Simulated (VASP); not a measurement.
# Sr2Cd2Si2SeS7 (P1) in VASP: single point with PBE

Aim: the single point of Sr2Cd2Si2SeS7 with PBE.

All numbers are computed with VASP 6.6.1; they aren't measurements. Logs are shortened: lines on timing, memory, paths and dates and some standing lists are left out, and cuts for length are marked.

### 1 The cell of the first run

The typed cell holds 14 atoms: a = 10.282 Å, b = 5.994 Å, c = 5.994 Å, α = 115.80°, β = 90.00°, γ = 90.00°.

### 2 Single point, PBE

Contents of INCAR:

```
ALGO     = Normal         # electronic algorithm
EDIFF    = 1E-6           # SCF threshold, eV
ENCUT    = 520            # plane-wave cutoff, eV
GGA      = PE             # functional
ISIF     = 2              # what is computed and relaxed
ISMEAR   = -1             # smearing method
KPAR     = 4            
LASPH    = True           # aspherical terms in the spheres
LCHARG   = True           # write CHGCAR
LREAL    = False          # projectors in reciprocal space
LVHAR    = True         
LWAVE    = False          # write WAVECAR
NBANDS   = 63             # bands
NELM     = 80             # most SCF steps
PREC     = Accurate       # precision mode
SIGMA    = 0.02           # smearing width, eV
```

Contents of KPOINTS:

```
k-points
0
Gamma
  3 5 5
```

Contents of POSCAR:

```
Sr2Cd2Si2SeS7
1.0
   10.2821000000      0.0000000000      0.0000000000
    0.0000000000      5.0775500000      3.1849500000
    0.0000000000     -5.0775500000      3.1849500000
Sr Cd Si Se S
2 2 2 1 7
Direct
   -0.0008662268     -0.0018459959     -0.0017042840
    0.5023598541      0.0123738373      0.0103836045
    0.7537925921      0.2752662176      0.6112378524
    0.2439848284      0.6064094586      0.2738143383
    0.7515257812      0.7079431130      0.2732394965
    0.2439789157      0.2641429054      0.6992078653
    0.4248038630      0.4717887753      0.9128822744
    0.5847492554      0.9163127027      0.4687843149
    0.0777056338      0.4598329775      0.9091711174
    0.9204827044      0.9120413385      0.4633715703
    0.7500023208      0.7143262245      0.9156849090
    0.2501139372      0.9112311526      0.7129518789
    0.7525175667      0.3272135153      0.1957386538
    0.2448489738      0.1873037774      0.3195764081
```

Potentials or basis: VASP PAW PBE potentials, release 64 (Sr_sv, Cd, Si, Se, S).

Launch:

```
> cat potpaw_PBE.64/Sr_sv/POTCAR potpaw_PBE.64/Cd/POTCAR potpaw_PBE.64/Si/POTCAR potpaw_PBE.64/Se/POTCAR potpaw_PBE.64/S/POTCAR > POTCAR
> mpirun -np 4 vasp_std > vasp.out
```

OUTCAR:

```text
EDIFF = 1E-6
   ENCUT = 520
   GGA = PE
   ISIF = 2
   ISMEAR = -1
   LASPH = True
   LREAL = False
   NELM = 80
   PREC = Accurate

 ion  position               nearest neighbor table
   1  0.999  0.998  0.998-  11 2.99  12 3.01  14 3.08  13 3.11  10 3.12   9 3.14   9 3.14  10 3.15
                             6 3.82   5 3.84   4 4.14   3 4.16   3 4.23   4 4.24   2 5.11
   2  0.502  0.012  0.010-  11 3.02  12 3.05  13 3.10   7 3.13  14 3.14   8 3.16   7 3.16   8 3.16
                             5 3.86   6 3.91   3 4.15   4 4.16   3 4.26   4 4.34   1 5.11
   3  0.754  0.275  0.611-  11 2.47   8 2.60  10 2.60  13 2.64   5 3.11   2 4.15   1 4.16   1 4.23
                             2 4.26
   4  0.244  0.606  0.274-  12 2.47   9 2.61  14 2.64   7 2.70   6 3.15   1 4.14   2 4.16   1 4.24
                             2 4.34
   5  0.752  0.708  0.273-  13 2.12  10 2.14   8 2.14  11 2.16   3 3.11   1 3.84   2 3.86
   6  0.244  0.264  0.699-  14 2.12   9 2.14  12 2.15   7 2.29   4 3.15   1 3.82   2 3.91
   7  0.425  0.472  0.913-   6 2.29   4 2.70   2 3.13   2 3.16
   8  0.585  0.916  0.469-   5 2.14   3 2.60   2 3.16   2 3.16
   9  0.078  0.460  0.909-   6 2.14   4 2.61   1 3.14   1 3.14
  10  0.920  0.912  0.463-   5 2.14   3 2.60   1 3.12   1 3.15
  11  0.750  0.714  0.916-   5 2.16   3 2.47   1 2.99   2 3.02
  12  0.250  0.911  0.713-   6 2.15   4 2.47   1 3.01   2 3.05
  13  0.753  0.327  0.196-   5 2.12   3 2.64   2 3.10   1 3.11
  14  0.245  0.187  0.320-   6 2.12   4 2.64   1 3.08   2 3.14

  LATTYP: Found a base centered orthorhombic cell.
 ALAT       =     6.3699000000
 B/A-ratio  =     1.5942322485
 C/A-ratio  =     1.6141697672

  Lattice vectors:

 A1 = (   0.0000000000,   5.0775500000,   3.1849500000)
 A2 = (   0.0000000000,  -5.0775500000,   3.1849500000)
 A3 = (  10.2821000000,   0.0000000000,   0.0000000000)

Analysis of symmetry for initial positions (statically):
=====================================================================
 Subroutine PRICEL returns:
 Original cell was already a primitive cell.

 Routine SETGRP: Setting up the symmetry group for a
 base centered orthorhombic supercell.

 Subroutine GETGRP returns: Found  1 space group operations
 (whereof  1 operations were pure point group operations)
 out of a pool of  8 trial point group operations.

The static configuration has the point symmetry C_1 .

Analysis of symmetry for dynamics (positions and initial velocities):
=====================================================================
[... 150 lines left out ...]
   EFERMI_NEDOS =   21; number of points for ismear=-14 and -15
   IALGO  =     38    algorithm
   IMIX   =      4    mixing-type and parameters
     AMIX     =   0.40;   BMIX     =  1.00
     AMIX_MAG =   1.60;   BMIX_MAG =  1.00
  volume/ion in A,a.u.               =      23.75       160.30
  Fermi-wavevector in a.u.,A,eV,Ry     =   1.096778  2.072609 16.366738  1.202921
  Thomas-Fermi vector in A             =   2.233126
   LORBIT       =      0    0 simple, 1 ext, 2 COOP (PROOUT), +10 PAW based schemes
   GGA     = PE    functional components
   LHFCALC =     F    Hartree Fock is set to
   AEXX    =    0.0000 exact exchange contribution
   IVDW    =     0    specifies the selected vdW correction
   LEPSILON=     F    determine dielectric tensor
   LRPA    =     F    only Hartree local field effects (RPA)
 non-spin polarized calculation
  energy-cutoff  :      520.00
  volume of cell :      332.56
 maximum number of plane-waves:      8974
 NGX is ok and might be reduce to    80
   NGX = 39   NGY = 23   NGZ = 23

 number of electron     100.0000002 magnetization

 Free energy of the ion-electron system (eV)
  ---------------------------------------------------
  ext. energy  EPLUGINS =         0.00000000
  ---------------------------------------------------
  free energy    TOTEN  =       -63.41360130 eV

  energy without entropy =      -63.41360130  energy(sigma->0) =      -63.41360130

 E-fermi :   2.9962     XC(G=0):  -9.1484

 val. band max:        2.5809994541   @ k =   0.0000  -0.4000   0.4000
 cond. band min:       5.3430511292   @ k =   0.0000   0.0000   0.0000
 fundamental gap:      2.7620516750
 Fermi energy:         2.9961504852

 k-point     1 :       0.0000    0.0000    0.0000
  band No.  band energies     occupation
      1     -31.3857      2.00000
      2     -31.3784      2.00000
      3     -13.5376      2.00000
      4     -13.4642      2.00000
      5     -13.4446      2.00000
      6     -13.4310      2.00000
[... 1549 lines left out ...]
     61       7.9623      0.00000
     62       8.1343      0.00000

 [... further k-points ...]

 [bands above 62 left out]

------------------------ aborting loop because EDIFF is reached ----------------------------------------

  FORCE on cell =-STRESS in cart. coord.  units (eV):
  Direction    XX          YY          ZZ          XY          YZ          ZX
  --------------------------------------------------------------------------------------
  -------------------------------------------------------------------------------------
  Total        4.5256688      4.3536882      4.9648825      0.1313667      0.5115628      0.5094704
  in kB       21.8034240     20.9748690     23.9194347      0.6328886      2.4645683      2.4544879
  external PRESSURE =      22.2325759 kB  Pullay stress =       0.0000000 kB

 VOLUME and BASIS-vectors are now :
 -----------------------------------------------------------------------------
  energy-cutoff  :      520.00
  volume of cell :      332.56
      direct lattice vectors                 reciprocal lattice vectors
    10.282100000  0.000000000  0.000000000     0.097256397  0.000000000  0.000000000
     0.000000000  5.077550000  3.184950000     0.000000000  0.098472689  0.156988336
     0.000000000 -5.077550000  3.184950000     0.000000000 -0.098472689  0.156988336

 POSITION                                       TOTAL-FORCE (eV/Angst)
 -----------------------------------------------------------------------------------
     10.27319     -0.00072      6.35859        -0.003365      0.000841      0.007710
      5.16531      0.01011      0.07248         0.001772     -0.000681      0.006520
      7.75057     -1.70591      2.82347         0.001336     -0.003182     -0.003252
      2.50868      1.68877      2.80347         0.001115      0.002966      0.005461
      7.72726      2.20723      3.12502         0.006684     -0.004189     -0.006542
      2.50862     -2.20906      3.06822        -0.040754      0.009558     -0.023134
      4.36788     -2.23967      4.41011         0.030413      0.012152     -0.000588
      6.01245      2.27235      4.41146         0.004475     -0.016224     -0.034340
      0.79898     -2.28154      4.36021         0.004849      0.014071     -0.027459
      9.46450      2.27814      4.38062        -0.008370     -0.014047     -0.028176
      7.71160     -1.02241      5.19150        -0.001830     -0.016366      0.047844
      2.57170      1.00677      5.17294         0.004321      0.019726      0.028947
      7.73746      0.66757      1.66558        -0.002879      0.047039      0.019248
      2.51756     -0.67162      1.61439         0.002232     -0.051665      0.007761
 -----------------------------------------------------------------------------------
    total drift:                               -0.000084      0.000378      0.000034

  FREE ENERGIE OF THE ION-ELECTRON SYSTEM (eV)
  ---------------------------------------------------
  free  energy   TOTEN  =       -63.4136013015 eV

  energy  without entropy=      -63.4136013014  energy(sigma->0) =      -63.41360130
```

OSZICAR:

```text
N       E                     dE             d eps       ncg     rms          rms(c)
DAV:   1     0.639709291608E+03    0.63971E+03   -0.45815E+04  4788   0.142E+03
DAV:   2    -0.106153202487E+02   -0.65032E+03   -0.62891E+03  5718   0.306E+02
DAV:   3    -0.647952752571E+02   -0.54180E+02   -0.53852E+02  6152   0.828E+01
DAV:   4    -0.664679631770E+02   -0.16727E+01   -0.16670E+01  7232   0.139E+01
DAV:   5    -0.665440623322E+02   -0.76099E-01   -0.76075E-01  7297   0.215E+00    0.288E+01
DAV:   6    -0.636046321822E+02    0.29394E+01   -0.58591E+00  6440   0.161E+01    0.196E+01
DAV:   7    -0.634935927530E+02    0.11104E+00   -0.47938E+00  5680   0.840E+00    0.436E+00
DAV:   8    -0.634077733989E+02    0.85819E-01   -0.10579E+00  5908   0.595E+00    0.221E+00
DAV:   9    -0.634113775054E+02   -0.36041E-02   -0.64383E-02  5720   0.172E+00    0.735E-01
DAV:  10    -0.634120922552E+02   -0.71475E-03   -0.78945E-03  6314   0.359E-01    0.300E-01
DAV:  11    -0.634134286933E+02   -0.13364E-02   -0.31430E-03  5512   0.251E-01    0.129E-01
DAV:  12    -0.634134297394E+02   -0.10461E-05   -0.43306E-04  6145   0.111E-01    0.849E-02
DAV:  13    -0.634135658505E+02   -0.13611E-03   -0.14454E-04  5352   0.507E-02    0.263E-02
DAV:  14    -0.634135952349E+02   -0.29384E-04   -0.29166E-05  5816   0.189E-02    0.138E-02
DAV:  15    -0.634135984345E+02   -0.31996E-05   -0.27241E-06  4856   0.565E-03    0.689E-03
DAV:  16    -0.634136013441E+02   -0.29096E-05   -0.49160E-06  4496   0.990E-03    0.457E-03
DAV:  17    -0.634136013015E+02    0.42576E-07   -0.33547E-07  3912   0.270E-03
   1 F= -.63413601E+02 E0= -.63413601E+02  d E =-.289523E-10
```

stdout:

```text
POSCAR found type information on POSCAR SrCdSiSeS
 POSCAR found :  5 types and      14 ions
 scaLAPACK will be used
 LDA part: xc-table for (Slater+PW92), standard interpolation
 POSCAR, INCAR and KPOINTS ok, starting setup
 FFT: planning ... GRIDC
 FFT: planning ... GRID_SOFT
 FFT: planning ... GRID
 WAVECAR not read
 entering main loop
```

Run time: 3.5 min. Hardware: 4 MPI ranks of Intel Xeon 6975P-C (Granite Rapids), shared host; peak memory 0.94 GiB.

What came out:

```
Free energy            : -63.4136 eV
Pressure               : 2.2 GPa
Largest force          : 0.052 eV/Å
Band gap on the k mesh : 2.76 eV (least direct gap 2.90 eV)
```

Forces on the atoms (eV/Å):
```
Sr  -0.003  0.001  0.008
Sr   0.002 -0.001  0.007
Cd   0.001 -0.003 -0.003
Cd   0.001  0.003  0.005
Si   0.007 -0.004 -0.007
Si  -0.041  0.010 -0.023
Se   0.030  0.012 -0.001
S    0.004 -0.016 -0.034
S    0.005  0.014 -0.027
S   -0.008 -0.014 -0.028
S   -0.002 -0.016  0.048
S    0.004  0.020  0.029
S   -0.003  0.047  0.019
S    0.002 -0.052  0.008
```

A k mesh can miss the band edges.
